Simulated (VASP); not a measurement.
# Si16Ge (a cell with a defect) in VASP: further runs

The runs below take Si16Ge (a cell with a defect) through single point, with PBEsol.

Program: VASP 6.6.1. These are calculated values, not measurements. Logs are shortened: lines on timing, memory, paths and dates and some standing lists are left out, and cuts for length are marked.

### Step 1. The cell of the first run

The cell holds a defect, 17 atoms: a = 7.679 Å, b = 7.679 Å, c = 7.679 Å, α = 60.00°, β = 60.00°, γ = 60.00°.

### Step 2. Single point, PBEsol

INCAR reads:

```
PREC = Accurate ; ENCUT = 520
EDIFF = 1E-7 ; ISMEAR = 0
SIGMA = 0.05 ; LREAL = Auto
LASPH = T ; NELM = 60
ALGO = Normal ; ISIF = 2
LWAVE = F ; LCHARG = T
GGA = PS ; LELF = T
LVHAR = T ; NBANDS = 53
```

KPOINTS reads:

```
Automatic mesh
0
Gamma
  2 2 2
```

POSCAR reads:

```
Si16Ge
1.0
    0.0000000000      5.4300000000      5.4300000000
    5.4300000000      0.0000000000      5.4300000000
    5.4300000000      5.4300000000      0.0000000000
Si Ge
16 1
Direct
   -0.0120641502      0.0041808266      0.0037187902
    0.1199990563      0.1297216860      0.1292385798
    0.0004102790     -0.0021208985      0.5005933606
    0.1201651379      0.1297199596      0.6204075589
    0.0002356214      0.5010856054     -0.0023915404
    0.1199979988      0.6210587088      0.1292367455
    0.0004079598      0.5011298712      0.5005914876
    0.1247846039      0.6251708435      0.6248823490
    0.5031058933      0.0043140866      0.0033152640
    0.6242336277      0.1256285615      0.1245351530
    0.5034760552      0.0041571130      0.4882291674
    0.6290556525      0.1296944735      0.6202212847
    0.5031021147      0.4892899543      0.0033143913
    0.6288081687      0.6211307286      0.1289500966
    0.4975146586      0.5010615046      0.5003787393
    0.6290526580      0.6210482350      0.6202215139
    0.3742196642      0.8756414403      0.8745244586
```

Potentials or basis: VASP PAW PBE potentials, release 64 (Si, Ge_d).

The run is started by

```sh
$ cat potpaw_PBE.64/Si/POTCAR potpaw_PBE.64/Ge_d/POTCAR > POTCAR
$ mpirun -np 1 vasp_std > vasp.out
```

OUTCAR:

```text
PREC = Accurate
   ENCUT = 520
   EDIFF = 1E-7
   ISMEAR = 0
   LREAL = Auto
   LASPH = T
   NELM = 60
   ISIF = 2
   GGA = PS

 ion  position               nearest neighbor table
   1  0.988  0.004  0.004-  10 2.28   6 2.40   2 2.40   4 2.40  17 2.42
   2  0.120  0.130  0.129-   3 2.33   5 2.33   9 2.40   1 2.40  17 2.76
   3  0.000  0.998  0.501-  12 2.33   2 2.33   4 2.33   8 2.34
   4  0.120  0.130  0.620-   7 2.33   3 2.33  11 2.40   1 2.40  17 2.76
   5  0.000  0.501  0.998-   6 2.33   2 2.33  14 2.33   8 2.34
   6  0.120  0.621  0.129-   7 2.33   5 2.33  13 2.40   1 2.40  17 2.76
   7  0.000  0.501  0.501-  16 2.33   6 2.33   4 2.33   8 2.34
   8  0.125  0.625  0.625-   3 2.34   7 2.34   5 2.34  15 2.34
   9  0.503  0.004  0.003-  10 2.28  12 2.40   2 2.40  14 2.40  17 2.42
  10  0.624  0.126  0.125-  13 2.28   9 2.28  11 2.28   1 2.28
  11  0.503  0.004  0.488-  10 2.28  16 2.40  12 2.40   4 2.40  17 2.42
  12  0.629  0.130  0.620-   3 2.33  15 2.33   9 2.40  11 2.40  17 2.76
  13  0.503  0.489  0.003-  10 2.28  16 2.40   6 2.40  14 2.40  17 2.42
  14  0.629  0.621  0.129-   5 2.33  15 2.33  13 2.40   9 2.40  17 2.76
  15  0.498  0.501  0.500-  12 2.33  16 2.33  14 2.33   8 2.34
  16  0.629  0.621  0.620-   7 2.33  15 2.33  13 2.40  11 2.40  17 2.76
  17  0.374  0.876  0.875-   1 2.42  11 2.42   9 2.42  13 2.42   4 2.76   2 2.76   6 2.76  12 2.76
                            16 2.76  14 2.76

  LATTYP: Found a face centered cubic cell.
 ALAT       =    10.8600000000

  Lattice vectors:

 A1 = (   0.0000000000,   5.4300000000,   5.4300000000)
 A2 = (   5.4300000000,   0.0000000000,   5.4300000000)
 A3 = (   5.4300000000,   5.4300000000,   0.0000000000)

Analysis of symmetry for initial positions (statically):
=====================================================================
 Subroutine PRICEL returns:
 Original cell was already a primitive cell.

 Routine SETGRP: Setting up the symmetry group for a
 face centered cubic supercell.

 Subroutine GETGRP returns: Found  1 space group operations
 (whereof  1 operations were pure point group operations)
 out of a pool of 48 trial point group operations.

The static configuration has the point symmetry C_1 .

Analysis of symmetry for dynamics (positions and initial velocities):
=====================================================================
 Subroutine PRICEL returns:
[... 125 lines left out ...]
   NSW    =      0    number of steps for IOM
   IBRION =     -1    ionic relax: 0-MD 1-quasi-New 2-CG
   NFREE  =      0    steps in history (QN), initial steepest desc. (CG)
   ISIF   =      2    stress and relaxation
   ISYM   =      2    0-nonsym 1-usesym 2-fastsym
   POTIM  = 0.5000    time-step for ionic-motion
   TEBEG  =    0.0;   TEEND  =   0.0 temperature during run
   PSTRESS=    0.0 pullay stress
   NELECT =      78.0000    total number of electrons
   NUPDOWN=      -1.0000    fix difference up-down
   EMIN   =  10.00;   EMAX   =-10.00  energy-range for DOS
   EFERMI =   0.00;   METHOD = LEGACY
   ISMEAR =     0;   SIGMA  =   0.05  broadening in eV -4-tet -1-fermi 0-gaus
   EFERMI_NEDOS =   21; number of points for ismear=-14 and -15
   IALGO  =     38    algorithm
   IMIX   =      4    mixing-type and parameters
     AMIX     =   0.40;   BMIX     =  1.00
     AMIX_MAG =   1.60;   BMIX_MAG =  1.00
  volume/ion in A,a.u.               =      18.84       127.11
  Fermi-wavevector in a.u.,A,eV,Ry     =   1.022421  1.932096 14.222785  1.045345
  Thomas-Fermi vector in A             =   2.156100
   LORBIT       =      0    0 simple, 1 ext, 2 COOP (PROOUT), +10 PAW based schemes
   GGA     = PS    functional components
   LHFCALC =     F    Hartree Fock is set to
   AEXX    =    0.0000 exact exchange contribution
   IVDW    =     0    specifies the selected vdW correction
   LEPSILON=     F    determine dielectric tensor
   LRPA    =     F    only Hartree local field effects (RPA)
 non-spin polarized calculation
 Gauss-broadening in eV      SIGMA  =   0.05
  energy-cutoff  :      520.00
  volume of cell :      320.21
 maximum number of plane-waves:      8646
 NGX is ok and might be reduce to    60
   NGX = 29   NGY = 29   NGZ = 29

 number of electron      77.9999998 magnetization

 Free energy of the ion-electron system (eV)
  ---------------------------------------------------
  ext. energy  EPLUGINS =         0.00000000
  ---------------------------------------------------
  free energy    TOTEN  =       -92.78724623 eV

  energy without entropy =      -92.77902310  energy(sigma->0) =      -92.78313467

 E-fermi :   6.7947     XC(G=0):  -9.8840

 val. band max:        6.5584187228   @ k =   0.0000   0.0000   0.0000
 cond. band min:       6.7955795043   @ k =   0.0000   0.0000   0.0000
 fundamental gap:      0.2371607814
 Fermi energy:         6.7946816122

 k-point     1 :       0.0000    0.0000    0.0000
  band No.  band energies     occupation
      1     -18.2744      2.00000
      2     -18.2743      2.00000
      3     -18.2743      2.00000
      4     -18.2605      2.00000
      5     -18.2603      2.00000
      6      -6.6141      2.00000
[... 421 lines left out ...]
     50      10.2127      0.00000
     51      10.2136      0.00000
 [bands above 51 left out]

------------------------ aborting loop because EDIFF is reached ----------------------------------------

  FORCE on cell =-STRESS in cart. coord.  units (eV):
  Direction    XX          YY          ZZ          XY          YZ          ZX
  --------------------------------------------------------------------------------------
  -------------------------------------------------------------------------------------
  Total        9.4470177      9.4173498      9.4471853      0.0000612      0.0001741      0.0025945
  in kB       47.2689362     47.1204901     47.2697745      0.0003063      0.0008710      0.0129820
  external PRESSURE =      47.2197336 kB  Pullay stress =       0.0000000 kB

 VOLUME and BASIS-vectors are now :
 -----------------------------------------------------------------------------
  energy-cutoff  :      520.00
  volume of cell :      320.21
      direct lattice vectors                 reciprocal lattice vectors
     0.000000000  5.430000000  5.430000000    -0.092081031  0.092081031  0.092081031
     5.430000000  0.000000000  5.430000000     0.092081031 -0.092081031  0.092081031
     5.430000000  5.430000000  0.000000000     0.092081031  0.092081031 -0.092081031

 POSITION                                       TOTAL-FORCE (eV/Angst)
 -----------------------------------------------------------------------------------
      0.04289      5.38468      5.38719        -0.001926      0.001161      0.001853
      1.40615      1.35336      1.35598        -0.002523     -0.000616      0.001006
      8.13671      2.72045      5.42071        -0.001060      0.000741     -0.000318
      4.07319      4.02131      1.35688        -0.000274      0.001773      0.000241
      8.13791      5.41829      2.72217        -0.000962     -0.002535      0.000910
      4.07410      1.35334      4.02394        -0.000724     -0.000945      0.002851
[... 9 lines left out ...]
      6.74009      6.78356      6.78805         0.003316     -0.001608     -0.000857
      9.50340      6.78068      6.78675        -0.000327      0.002617      0.000290
 -----------------------------------------------------------------------------------
    total drift:                               -0.000373      0.001422      0.000146

  FREE ENERGIE OF THE ION-ELECTRON SYSTEM (eV)
  ---------------------------------------------------
  free  energy   TOTEN  =       -92.7872462349 eV

  energy  without entropy=      -92.7790231028  energy(sigma->0) =      -92.78313467
```

stdout:

```text
POSCAR found type information on POSCAR SiGe
 POSCAR found :  2 types and      17 ions
 scaLAPACK will be used
 -----------------------------------------------------------------------------
|                                                                             |
|                                                                             |
|     You enforced a specific xc type in the INCAR file but a different       |
|     I HOPE YOU KNOW WHAT YOU ARE DOING!                                     |
|                                                                             |
 -----------------------------------------------------------------------------

 LDA part: xc-table for (Slater+PW92), standard interpolation
 POSCAR, INCAR and KPOINTS ok, starting setup
 FFT: planning ... GRIDC
 FFT: planning ... GRID_SOFT
 FFT: planning ... GRID
 WAVECAR not read
 entering main loop
```

Wall time 2.4 min (1 thread of Intel Xeon 6975P-C (Granite Rapids), shared host); peak memory 0.48 GiB.

What came out:

| Property | Result |
| --- | --- |
| Free energy | -92.7872 eV |
| Pressure | 4.7 GPa |
| Largest force | 0.007 eV/Å |
| Band gap on the k mesh | zero (bands 39 and 40 overlap by 0.31 eV) |

Forces on the atoms (eV/Å):
```
Si  -0.002  0.001  0.002
Si  -0.003 -0.001  0.001
Si  -0.001  0.001  0.000
Si   0.000  0.002  0.000
Si  -0.001 -0.003  0.001
Si  -0.001 -0.001  0.003
Si   0.000  0.001  0.001
Si   0.000  0.000  0.000
Si  -0.003  0.000 -0.003
Si  -0.001  0.007  0.001
Si   0.003  0.001 -0.003
Si   0.001 -0.002 -0.003
Si   0.003  0.000  0.003
Si   0.000 -0.006  0.000
Si   0.002 -0.002 -0.002
Si   0.003 -0.002 -0.001
Ge   0.000  0.003  0.000
```

Levels at points of the mesh, in eV from the Fermi level:
```csv
k point,band 36,band 37,band 38,band 39,band 40,band 41,band 42,band 43
"(0.00, 0.00, 0.00)",-0.72,-0.72,-0.72,-0.24,-0.24,-0.24,0.00,0.00
"(0.50, 0.00, 0.00)",-1.44,-1.38,-1.38,-0.31,0.53,0.53,0.87,0.87
"(0.00, 0.50, 0.00)",-1.44,-1.38,-1.38,-0.31,0.52,0.53,0.87,0.87
"(0.00, 0.00, 0.50)",-1.44,-1.38,-1.38,-0.31,0.53,0.53,0.87,0.87
"(0.50, 0.50, 0.50)",-1.44,-1.38,-1.38,-0.31,0.52,0.53,0.87,0.87
"(0.50, 0.50, 0.00)",-1.99,-1.82,-1.26,0.07,0.81,1.06,1.07,1.07
"(0.00, 0.50, 0.50)",-1.99,-1.82,-1.26,0.07,0.81,1.06,1.07,1.07
"(0.50, 0.00, 0.50)",-1.99,-1.82,-1.26,0.07,0.81,1.06,1.07,1.07
```

Caveat: the k points lie up to 0.50 Å⁻¹ apart; the PAW data sets were made with another functional, which shifts forces and pressure a little.

### Step 3. Single point, PBEsol

INCAR reads:

```
PREC = Accurate
ENCUT = 520
EDIFF = 1E-6
ISMEAR = 0
SIGMA = 0.05
LREAL = Auto
LASPH = T
NELM = 100
ALGO = Normal
ISIF = 2
LWAVE = F
LCHARG = F
GGA = PS
NBANDS = 53
```

KPOINTS reads:

```
regular mesh
0
Gamma
  2 2 2
```

POSCAR reads:

```
Si16Ge
1.0
    0.0000000000      5.4300000000      5.4300000000
    5.4300000000      0.0000000000      5.4300000000
    5.4300000000      5.4300000000      0.0000000000
Si Ge
16 1
Direct
    0.0002139708      0.0003292962     -0.0003017888
    0.1244060999      0.1245356210      0.1238316143
    0.0046753924      0.0048220012      0.4952187910
    0.1244008336      0.1245303153      0.6271750271
    0.0047474964      0.4959060753      0.0040466997
    0.1244705916      0.6276963462      0.1238821520
    0.0047505703      0.4958984056      0.4952259126
    0.1367907385      0.6211498705      0.6210078177
    0.4957645929      0.0048999248      0.0040536111
    0.6276009081      0.1245873182      0.1238717138
    0.4957600256      0.0048997954      0.4952114999
    0.6210170721      0.1370327200      0.6209593982
    0.4959247599      0.4960465545      0.0039765449
    0.6216208452      0.6217035444      0.1356327559
    0.5005594354      0.5008466054      0.4992268332
    0.6215983485      0.6216689267      0.6209762544
    0.7506589190      0.7510666793      0.7490619132
```

Potentials or basis: VASP PAW PBE potentials, release 64 (Si, Ge_d).

The run is started by

```sh
$ cat potpaw_PBE.64/Si/POTCAR potpaw_PBE.64/Ge_d/POTCAR > POTCAR
$ mpirun -np 1 vasp_std > vasp.out
```

It took 2.5 min on 1 thread of Intel Xeon 6975P-C (Granite Rapids), shared host; peak memory 0.47 GiB.

It converged, with:

| Item | Value |
| --- | --- |
| Free energy | -92.7873 eV |
| Pressure | 4.7 GPa |
| Largest force | 0.018 eV/Å |
| Band gap on the k mesh | zero (bands 39 and 40 overlap by 0.31 eV) |

Forces in eV/Å, atoms in the order of the input:
```
Si  -0.001  0.001 -0.008
Si   0.009  0.008  0.010
Si   0.000  0.001 -0.015
Si  -0.009 -0.009  0.010
Si   0.000 -0.003 -0.005
Si  -0.007  0.007 -0.003
Si   0.004  0.000 -0.004
Si   0.002 -0.004  0.015
Si  -0.004  0.001 -0.005
Si   0.007 -0.007 -0.003
Si  -0.001  0.005 -0.005
Si   0.002 -0.003  0.018
Si   0.000  0.001  0.002
Si  -0.004 -0.006  0.012
Si  -0.001  0.002 -0.015
Si   0.005  0.003  0.013
Ge  -0.003  0.003 -0.017
```

Levels at points of the mesh, in eV from the Fermi level:
```
           k point  band 37  band 38  band 39  band 40  band 41  band 42
(0.00, 0.00, 0.00)    -0.72    -0.72    -0.24    -0.24    -0.23     0.00
(0.50, 0.00, 0.00)    -1.39    -1.38    -0.31     0.53     0.53     0.86
(0.00, 0.50, 0.00)    -1.39    -1.39    -0.31     0.53     0.53     0.86
(0.00, 0.00, 0.50)    -1.39    -1.38    -0.30     0.52     0.53     0.87
(0.50, 0.50, 0.50)    -1.39    -1.38    -0.30     0.52     0.53     0.87
(0.50, 0.50, 0.00)    -1.82    -1.26     0.08     0.81     1.06     1.07
(0.00, 0.50, 0.50)    -1.82    -1.26     0.07     0.81     1.06     1.07
(0.50, 0.00, 0.50)    -1.82    -1.26     0.07     0.81     1.06     1.07
```

Caveat: the k points lie up to 0.50 Å⁻¹ apart; the PAW data sets were made with another functional, which shifts forces and pressure a little.

(Continued in part 2 of 2.)
